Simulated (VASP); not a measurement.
# Sb in VASP: notebook, part 2 of 3

VASP 6.6.1. The steps go on from the part before.

## (3) Electric field gradients, PBEsol (31.49 Å³/atom)

INCAR reads:

```
SYSTEM = Sb
PREC = Accurate
ENCUT = 520
EDIFF = 1E-8
ISMEAR = -1
SIGMA = 0.05
LREAL = .False.
LASPH = .True.
NELM = 60
ALGO = Normal
ISIF = 2
LWAVE = .False.
LCHARG = .False.
GGA = PS
LEFG = .True.
NBANDS = 12
```

KPOINTS reads:

```
regular mesh
0
Gamma
  9 9 9
  0 0 0
```

POSCAR reads:

```
Sb
1.0
    2.1858623424      1.2620082118      3.8053879599
   -2.1858623424      1.2620082118      3.8053879599
    0.0000000000     -2.5240164235      3.8053879599
Sb
2
Direct
    0.2336400000      0.2336400000      0.2336400000
    0.7663600000      0.7663600000      0.7663600000
```

Potentials or basis: VASP PAW PBE potentials, release 64 (Sb).

Run with:

```bash
$ cat potpaw_PBE.64/Sb/POTCAR > POTCAR
$ mpirun -np 1 vasp_std > vasp.out
```

OUTCAR:

```text
SYSTEM = Sb
   PREC = Accurate
   ENCUT = 520
   EDIFF = 1E-8
   ISMEAR = -1
   LREAL = .False.
   LASPH = .True.
   NELM = 60
   ISIF = 2
   GGA = PS

 ion  position               nearest neighbor table
   1  0.234  0.234  0.234-   2 2.95   2 2.95   2 2.95   2 3.40   2 3.40   2 3.40
   2  0.766  0.766  0.766-   1 2.95   1 2.95   1 2.95   1 3.40   1 3.40   1 3.40

  LATTYP: Found a trigonal (rhomboedric) cell.
 ALAT       =     4.5663592097
 COS(alpha) =     0.5417151843

  Lattice vectors:

 A1 = (   2.1858623424,   1.2620082118,   3.8053879599)
 A2 = (  -2.1858623424,   1.2620082118,   3.8053879599)
 A3 = (   0.0000000000,  -2.5240164235,   3.8053879599)

Analysis of symmetry for initial positions (statically):
=====================================================================
 Subroutine PRICEL returns:
 Original cell was already a primitive cell.

 Routine SETGRP: Setting up the symmetry group for a
 trigonal (rhombohedral) supercell.

 Subroutine GETGRP returns: Found 12 space group operations
 (whereof 12 operations were pure point group operations)
 out of a pool of 12 trial point group operations.

The static configuration has the point symmetry D_3d.

Analysis of symmetry for dynamics (positions and initial velocities):
=====================================================================
 Subroutine PRICEL returns:
 Original cell was already a primitive cell.

 Routine SETGRP: Setting up the symmetry group for a
 trigonal (rhombohedral) supercell.

 Subroutine GETGRP returns: Found 12 space group operations
 (whereof 12 operations were pure point group operations)
 out of a pool of 12 trial point group operations.

The dynamic configuration has the point symmetry D_3d.

 Subroutine INISYM returns: Found 12 space group operations
 (whereof 12 operations are pure point group operations),
 and found     1 'primitive' translations

----------------------------------------------------------------------------------------

                                     Primitive cell

  volume of cell :      62.9847

  direct lattice vectors                    reciprocal lattice vectors
     2.185862342  1.262008212  3.805387960     0.228742675  0.132064645  0.087595099
    -2.185862342  1.262008212  3.805387960    -0.228742675  0.132064645  0.087595099
     0.000000000 -2.524016423  3.805387960     0.000000000 -0.264129290  0.087595099

  length of vectors
     4.566359210  4.566359210  4.566359210     0.278275373  0.278275373  0.278275373

  position of ions in fractional coordinates (direct lattice)
     0.233640000  0.233640000  0.233640000
     0.766360000  0.766360000  0.766360000

  ion indices of the primitive-cell ions
   primitive index   ion index
                 1           1
                 2           2

----------------------------------------------------------------------------------------

 KPOINTS: regular mesh

Automatic generation of k-mesh.
 Grid dimensions read from file:
 generate k-points for:    9    9    9
[... 81 lines left out ...]
   IALGO  =     38    algorithm
   IMIX   =      4    mixing-type and parameters
     AMIX     =   0.40;   BMIX     =  1.00
     AMIX_MAG =   1.60;   BMIX_MAG =  1.00
  volume/ion in A,a.u.               =      31.49       212.52
  Fermi-wavevector in a.u.,A,eV,Ry     =   0.886468  1.675182 10.691807  0.785826
  Thomas-Fermi vector in A             =   2.007638
   LORBIT       =      0    0 simple, 1 ext, 2 COOP (PROOUT), +10 PAW based schemes
   GGA     = PS    functional components
   LHFCALC =     F    Hartree Fock is set to
   AEXX    =    0.0000 exact exchange contribution
   IVDW    =     0    specifies the selected vdW correction
   LEPSILON=     F    determine dielectric tensor
   LRPA    =     F    only Hartree local field effects (RPA)
 non-spin polarized calculation
  energy-cutoff  :      520.00
  volume of cell :       62.98
 maximum number of plane-waves:      1721
 NGX is ok and might be reduce to    36
   NGX = 17   NGY = 17   NGZ = 17

 number of electron      10.0000000 magnetization

 Free energy of the ion-electron system (eV)
  ---------------------------------------------------
  ext. energy  EPLUGINS =         0.00000000
  ---------------------------------------------------
  free energy    TOTEN  =        -9.10229421 eV

  energy without entropy =       -9.10104061  energy(sigma->0) =       -9.10166741

 E-fermi :   6.5588     XC(G=0):  -9.4895

 val. band max:        6.4624989153   @ k =   0.3333   0.2222   0.2222
 cond. band min:       6.6178075120   @ k =   0.4444   0.0000  -0.0000
 fundamental gap:      0.1553085967
 Fermi energy:         6.5588489224

 k-point     1 :       0.0000    0.0000    0.0000
  band No.  band energies     occupation
      1      -5.7918      2.00000
      2       1.5953      2.00000
      3       4.6767      2.00000
      4       4.9063      2.00000
      5       4.9063      2.00000
      6       8.6623      0.00000
      7       9.2449      0.00000
      8       9.2449      0.00000
      9      11.7059      0.00000
     10      11.7059      0.00000
     11      11.8315      0.00000
     12      13.1926      0.00000
[... 331 lines left out ...]
 k-point    24 :       0.4444    0.4444   -0.0000
  band No.  band energies     occupation
      1      -3.6998      2.00000
      2      -1.2401      2.00000
      3       1.5630      2.00000
      4       3.1128      2.00000
      5       3.1703      2.00000
      6       8.2548      0.00000
      7      11.2595      0.00000
      8      11.8329      0.00000
      9      12.7477      0.00000
     10      15.1132      0.00000
     11      16.0420      0.00000
     12      17.2778      0.00000

 [... further k-points ...]

------------------------ aborting loop because EDIFF is reached ----------------------------------------

  FORCE on cell =-STRESS in cart. coord.  units (eV):
  Direction    XX          YY          ZZ          XY          YZ          ZX
  --------------------------------------------------------------------------------------
  -------------------------------------------------------------------------------------
  Total       -0.8047346     -0.8047346     -0.8204189     -0.0000000     -0.0000000      0.0000000
  in kB      -20.4704828    -20.4704828    -20.8694533     -0.0000000     -0.0000000      0.0000000
  external PRESSURE =     -20.6034730 kB  Pullay stress =       0.0000000 kB

 VOLUME and BASIS-vectors are now :
 -----------------------------------------------------------------------------
  energy-cutoff  :      520.00
  volume of cell :       62.98
      direct lattice vectors                 reciprocal lattice vectors
     2.185862342  1.262008212  3.805387960     0.228742675  0.132064645  0.087595099
    -2.185862342  1.262008212  3.805387960    -0.228742675  0.132064645  0.087595099
     0.000000000 -2.524016423  3.805387960     0.000000000 -0.264129290  0.087595099

 POSITION                                       TOTAL-FORCE (eV/Angst)
 -----------------------------------------------------------------------------------
      0.00000      0.00000      2.66727         0.000000     -0.000000     -0.046794
      0.00000      0.00000      8.74889         0.000000      0.000000      0.046794
 -----------------------------------------------------------------------------------
    total drift:                                0.000000     -0.000000      0.000000

  FREE ENERGIE OF THE ION-ELECTRON SYSTEM (eV)
  ---------------------------------------------------
  free  energy   TOTEN  =        -9.1022942063 eV

  energy  without entropy=       -9.1010406126  energy(sigma->0) =       -9.10166741

 Electric field gradients (V/A^2)
---------------------------------------------------------------------
 ion       V_xx      V_yy      V_zz      V_xy      V_xz      V_yz
---------------------------------------------------------------------
   1      21.239    21.239   -42.478    -0.000     0.000    -0.000
   2      21.239    21.239   -42.478    -0.000     0.000    -0.000
---------------------------------------------------------------------

 Electric field gradients after diagonalization (V/A^2)
 (convention: |V_zz| > |V_xx| > |V_yy|)
----------------------------------------------------------------------
 ion       V_xx      V_yy      V_zz     asymmetry (V_yy - V_xx)/ V_zz
----------------------------------------------------------------------
   1      21.239    21.239   -42.478       0.000
   2      21.239    21.239   -42.478       0.000
----------------------------------------------------------------------

           NMR quadrupolar parameters

 Cq : quadrupolar parameter    Cq=e*Q*V_zz/h
 eta: asymmetry parameters     (V_yy - V_xx)/ V_zz
 Q  : nuclear electric quadrupole moment in mb (millibarn)
----------------------------------------------------------------------
 ion       Cq(MHz)       eta       Q (mb)
----------------------------------------------------------------------
   1      -0.103       0.000       1.000
   2      -0.103       0.000       1.000
----------------------------------------------------------------------
```

Run time: 1.8 min. Hardware: 1 thread of Intel Xeon 8259CL, shared host; peak memory 0.23 GiB.

What came out:

| Property | Result |
| --- | --- |
| Free energy | -9.1023 eV |
| Pressure | -2.1 GPa |
| Largest force | 0.047 eV/Å |
| Largest electric field gradient by atom | Sb -42.5 V/Å² |

Forces on the atoms (eV/Å):
```
Sb   0.000  0.000 -0.047
Sb   0.000  0.000  0.047
```

Electric field gradients, principal values (V/Å²):
```
atom   least  middle  greatest (by size)
1 Sb  21.239  21.239             -42.478
2 Sb  21.239  21.239             -42.478
```

Caveat: without QUAD_EFG the Cq values of the log hold for a quadrupole moment of 1 mb, not for the nuclei; the PAW data sets were made with another functional, which shifts forces and pressure a little; spin-orbit coupling is left out, which moves the levels of the heavy elements.

## (4) Single point, PBEsol

This run uses another cell than the first one, of 29.99 Å³/atom.

POSCAR reads:

```
Sb
1.0
    2.1506003320      1.2416496806      3.7440000000
   -2.1506003320      1.2416496806      3.7440000000
    0.0000000000     -2.4832993611      3.7440000000
Sb
2
Direct
    0.2336400000      0.2336400000      0.2336400000
    0.7663600000      0.7663600000      0.7663600000
```

INCAR.step1 reads:

```
PREC     = Accurate       # precision mode
ENCUT    = 520            # plane-wave cutoff, eV
EDIFF    = 1E-6           # SCF threshold, eV
ISMEAR   = -1             # smearing method
SIGMA    = 0.05           # smearing width, eV
LREAL    = False          # projectors in reciprocal space
LASPH    = True           # aspherical terms in the spheres
NELM     = 100            # most SCF steps
ALGO     = Normal         # electronic algorithm
ISIF     = 2              # what is computed and relaxed
LWAVE    = False          # write WAVECAR
LCHARG   = True           # write CHGCAR
GGA      = PS             # functional
NBANDS   = 12             # bands
```

KPOINTS.step1 reads:

```
Automatic mesh
0
Gamma
  9 9 9
```

INCAR.step2 reads:

```
PREC     = Accurate       # precision mode
ENCUT    = 520            # plane-wave cutoff, eV
EDIFF    = 1E-6           # SCF threshold, eV
ISMEAR   = -5             # smearing method
SIGMA    = 0.05           # smearing width, eV
LREAL    = False          # projectors in reciprocal space
LASPH    = True           # aspherical terms in the spheres
NELM     = 100            # most SCF steps
ALGO     = Normal         # electronic algorithm
ISIF     = 2              # what is computed and relaxed
LWAVE    = False          # write WAVECAR
LCHARG   = False          # write CHGCAR
GGA      = PS             # functional
LORBIT   = 11             # projections on sites
NEDOS    = 1001           # points of the DOS
ICHARG   = 11             # starting density
```

KPOINTS.step2 reads:

```
Automatic mesh
0
Gamma
  14 14 14
```

Run with:

```bash
$ cat potpaw_PBE.64/Sb/POTCAR > POTCAR
$ cp INCAR.step1 INCAR
$ cp KPOINTS.step1 KPOINTS
$ mpirun -np 1 vasp_std > vasp.out
$ cp INCAR.step2 INCAR
$ cp KPOINTS.step2 KPOINTS
$ mpirun -np 1 vasp_std > vasp.out
```

It took 4.1 min on 1 thread of Intel Xeon 8259CL, shared host; peak memory 0.3 GiB.

Results (log left out):

```
Valence electrons inside the program's atomic spheres : Sb 2.40
```

Levels at points of the mesh, in eV from the Fermi level:
| k point | band 3 | band 4 | band 5 | band 6 | band 7 | band 8 |
| --- | --- | --- | --- | --- | --- | --- |
| (0.00, 0.00, 0.00) | -2.05 | -1.79 | -1.79 | 2.09 | 2.73 | 2.73 |
| (0.50, 0.00, 0.00) | -1.93 | -1.80 | -0.26 | -0.23 | 0.18 | 0.50 |
| (0.50, 0.50, 0.00) | -5.47 | -3.77 | -3.68 | 1.47 | 5.01 | 5.56 |
| (0.50, 0.50, 0.50) | -1.30 | -1.30 | -0.50 | 0.13 | 0.13 | 1.14 |

Caveat: the PAW data sets were made with another functional, which shifts forces and pressure a little; spin-orbit coupling is left out, which moves the levels of the heavy elements; tetrahedron occupations give inexact forces and stress in metals.

[end of part 2 of 3]
